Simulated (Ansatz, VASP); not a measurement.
## One calculation of SiC16, two programs

```xyz
17
Lattice="4.9299 0.0000 0.0000 0.0000 4.4224 0.0000 0.0000 0.0000 22.6937" Properties=species:S:1:pos:R:3 pbc="T T T"
C     1.2325    1.8376    4.0000
C     3.6974    1.8376    4.0000
C     0.0000    2.2977    4.5428
C     2.4649    2.2977    4.5428
C     0.0000    3.2161    5.6300
C     2.4649    3.2161    5.6300
C     1.2325    3.6762    6.1728
C     3.6974    3.6762    6.1728
C     1.2325    0.1955    7.2591
C     3.6974    0.1955    7.2591
C     0.0000    0.6637    7.7748
C     2.4649    0.6637    7.7748
C     0.0000    1.6716    8.8518
C     2.4649    1.6716    8.8518
C     1.2325    2.1069    9.2937
C     3.6974    2.1069    9.2937
Si    2.4649    4.3181   11.7937
```

Alike in both runs: task single point; functional PBE; dispersion D3(BJ); k mesh 6 × 6 × 1; occupations gaussian, width 0.05 eV; collinear spin.

|  | VASP | Ansatz |
| --- | --- | --- |
| version | VASP 6.6.1 | Ansatz 0.2.0 |
| potentials or method | VASP PAW PBE potentials, release 64 (C, Si), cutoff 520 eV | scalar-relativistic, plane waves, PAW |
| valence electrons in the cell | 68 | 68 |

|  | VASP | Ansatz | Ansatz less VASP |
| --- | --- | --- | --- |
| gap on the k mesh at the Fermi level (eV) | none | none | - |
| rms of the force components (eV/Å) | 0.926 | 1.015 | +0.0893 |
| net moment per atom (μB) | 0.02 | 0.12 | +0.099 |
| size of the moment on the site where the two differ most (μB) | 0.41 | 0.89 | +0.480 |

Site moments also hang on the region over which each program counts them. Atom by atom the forces differ by 0.131 eV/Å (rms over components). A gap of «none» marks a metal or a gap that the smearing closes.
